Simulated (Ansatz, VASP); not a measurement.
Two plane-wave programs on NaF

INCAR

```
SYSTEM = NaF
ALGO     = Normal         ! electronic algorithm
EDIFF    = 1E-6           ! SCF threshold, eV
ENCUT    = 600            ! plane-wave cutoff, eV
GGA      = PS             ! functional
GGA_COMPAT= .FALSE.      
ISIF     = 2              ! what is computed and relaxed
ISMEAR   = 0              ! smearing method
LASPH    = .TRUE.         ! aspherical terms in the spheres
LCHARG   = .FALSE.        ! write CHGCAR
LREAL    = .FALSE.        ! projectors in reciprocal space
LWAVE    = .FALSE.        ! write WAVECAR
NBANDS   = 30             ! bands
NELM     = 120            ! most SCF steps
PREC     = Accurate       ! precision mode
SIGMA    = 0.02           ! smearing width, eV
```

KPOINTS

```
k-points
0
G
  12 12 12
  0 0 0
```

Contents of POSCAR:

```
NaF
1.0
    4.9212192030      2.8412672149      1.0248192462
   -4.9212192030      2.8412672149      1.0248192462
    0.0000000000     -5.6825344799      1.0248191076
Na F
3 3
Direct
    0.3501670000      0.3501670000      0.0397200000
    0.3501670000      0.0397200000      0.3501670000
    0.0397200000      0.3501670000      0.3501670000
    0.6495350000      0.6495350000      0.9608760000
    0.6495350000      0.9608760000      0.6495350000
    0.9608760000      0.6495350000      0.6495350000
```

Input for Ansatz:

```yaml
crystal:
  lattice:
    - [4.921219203, 2.8412672149, 1.0248192462]
    - [-4.921219203, 2.8412672149, 1.0248192462]
    - [0.0, -5.6825344799, 1.0248191076]
  atoms:
    - { symbol: Na, position: [0.350167, 0.350167, 0.03972] }
    - { symbol: Na, position: [0.350167, 0.03972, 0.350167] }
    - { symbol: Na, position: [0.03972, 0.350167, 0.350167] }
    - { symbol: F, position: [0.649535, 0.649535, 0.960876] }
    - { symbol: F, position: [0.649535, 0.960876, 0.649535] }
    - { symbol: F, position: [0.960876, 0.649535, 0.649535] }
basis:
  ecutwfc: 420
kpoints:
  mp_grid: { grid: [12, 12, 12] }
  band_path:
    path:
      - [[0.0, 0.0, 0.0], [0.5, 0.0, 0.0], [0.5, -0.5, 0.5], [0.18834965, -0.81165035, 0.18834965]]
      - [[0.18834965, 0.18834965, 0.18834965], [0.0, 0.0, 0.0], [0.5, -0.5, 0.0]]
    npoints: 14
hamiltonian:
  xc: pbesol
scf:
  occupations: { method: gaussian, width: 0.02 }
  n_extra_bands: 15
output:
  forces: true
  stress: true
  eigenvalues: true
  populations: true
  dos: { projected: true, de: 0.02, nscf_kmesh: { grid: [18, 18, 18] } }
  bader: true
  write_density: true
  write_potential: true
  elf: true
  volumetric_format: npy
```

Alike in both runs: task single point; functional PBEsol; k mesh 12 × 12 × 12; occupations gaussian, width 0.02 eV; no spin polarisation.

|  | VASP | Ansatz |
| --- | --- | --- |
| version | VASP 6.6.1 | Ansatz 0.2.0 |
| potentials or method | VASP PAW PBE potentials, release 64 (Na_pv, F), cutoff 600 eV | scalar-relativistic, plane waves, PAW |
| valence electrons in the cell | 42 | 48 |

Ansatz gave:

- gap on the k mesh at the Fermi level (eV): 5.39
- least direct gap on the mesh (eV): 5.39
- pressure (GPa): -1.7
- traceless stress, the component that is largest in VASP (GPa): -0.09
- rms of the force components (eV/Å): 0.014

Q: What did VASP give for the same quantities?

A: gap on the k mesh at the Fermi level (eV): 5.37; least direct gap on the mesh (eV): 5.37; pressure (GPa): -1.8; traceless stress, the component that is largest in VASP (GPa): -0.12; rms of the force components (eV/Å): 0.017.

VASP's potentials were made for PBE, not for PBEsol. Atom by atom the forces differ by 0.003 eV/Å (rms over components). With one functional, cell and mesh, what is left measures potentials, basis and numerics. VASP's potentials hold 42 valence electrons a cell and Ansatz's 48, so a difference there can come from the potentials and not from the codes.
